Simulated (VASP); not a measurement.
Wanted: the native input for a VASP 6.6.1 run.

- Task: relaxation of cell and atoms
- Functional: PBE
- Potentials or basis: VASP PAW PBE potentials, release 64 (W_sv)
- Cutoff: 600 eV
- k mesh: 24 × 24 × 24
- Occupations: gaussian, width 0.1 eV
- Spin: no spin polarisation
- Dipole correction: no
- Further INCAR settings: ALGO = Normal; EDIFF = 1e-07; IBRION = 2; EDIFFG = -0.005; NSW = 80; ISIF = 3

The structure of W lies in POSCAR:

```
W
1.0
   -1.5850000000      1.5850000000      1.5850000000
    1.5850000000     -1.5850000000      1.5850000000
    1.5850000000      1.5850000000     -1.5850000000
W
1
Direct
    0.0000000000      0.0000000000      0.0000000000
```

One way to write it, as run:

INCAR

```
  PREC = Accurate
  ENCUT = 600
  EDIFF = 1E-7
  ISMEAR = 0
  SIGMA = 0.1
  LREAL = False
  LASPH = True
  NELM = 100
  ALGO = Normal
  ISIF = 3
  LWAVE = False
  LCHARG = False
  GGA = PE
  IBRION = 2
  NSW = 80
  EDIFFG = -0.005
```

KPOINTS

```
Automatic mesh
0
Gamma
  24 24 24
```

Potentials or basis: VASP PAW PBE potentials, release 64 (W_sv).

Launch:

```bash
$ cat potpaw_PBE.64/W_sv/POTCAR > POTCAR
$ mpirun -np 1 vasp_std > vasp.out
```

Results of the run:

```yaml
Relaxed_volume: 16.17 Å³/atom
Relaxed_cell: a = 2.759 Å, b = 2.759 Å, c = 2.759 Å, α = 109.47°, β = 109.47°, γ = 109.47°
Space_group_after_relaxing_to_0.05_Å: Im-3m (No. 229)
Energy_gained_by_relaxing: 3.4 meV/atom
Ionic_steps: 4
Pressure_after_relaxing: 0.0 GPa
Band_gap_on_the_k_mesh: zero (band 7 reaches 16.19 eV, above the bottom of band 8 at 9.96 eV)
```

Caveat: spin-orbit coupling is left out, which moves the levels of the heavy elements.

Run time: 2.3 min on 1 thread of Intel(R) Xeon(R) Platinum 8259CL CPU @ 2.50GHz (Skylake/Cascade Lake) (shared host), peak memory 0.23 GiB.
